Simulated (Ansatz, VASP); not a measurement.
## Pt in VASP and in Ansatz

```
Pt
1.0
     3.03439    0.00000    0.00000
    -1.51720    2.50841    0.00000
     0.00000    0.00000    4.78138
Pt
2
Direct
  0.66667 0.33333 0.75000
  0.33333 0.66667 0.25000
```

Change from the starting cell: normal strain along x +0.1000, normal strain along y +0.0500.

Alike in both runs: task single point; functional PBE; k mesh 18 × 18 × 10; occupations gaussian, width 0.15 eV; no spin polarisation.

|  | VASP | Ansatz |
| --- | --- | --- |
| version | VASP 6.6.1 | Ansatz 0.2.0 |
| potentials or method | VASP PAW PBE potentials, release 64 (Pt), cutoff 520 eV | scalar-relativistic, plane waves, PAW |
| valence electrons in the cell | 20 | 36 |

|  | VASP | Ansatz | Ansatz less VASP |
| --- | --- | --- | --- |
| gap on the k mesh at the Fermi level (eV) | none | none | - |
| pressure (GPa) | -23.4 | -23.2 | +0.22 |
| traceless stress, the component that is largest in VASP (GPa) | 2.76 | 2.80 | +0.042 |
| rms of the force components (eV/Å) | 0.018 | 0.018 | -0.0003 |

Atom by atom the forces differ by 0.000 eV/Å (rms over components). A gap of «none» marks a metal or a gap that the smearing closes. With one functional, cell and mesh, what is left measures potentials, basis and numerics. VASP's potentials hold 20 valence electrons a cell and Ansatz's 36, so a difference there can come from the potentials and not from the codes.

Neither program's run includes spin-orbit coupling.
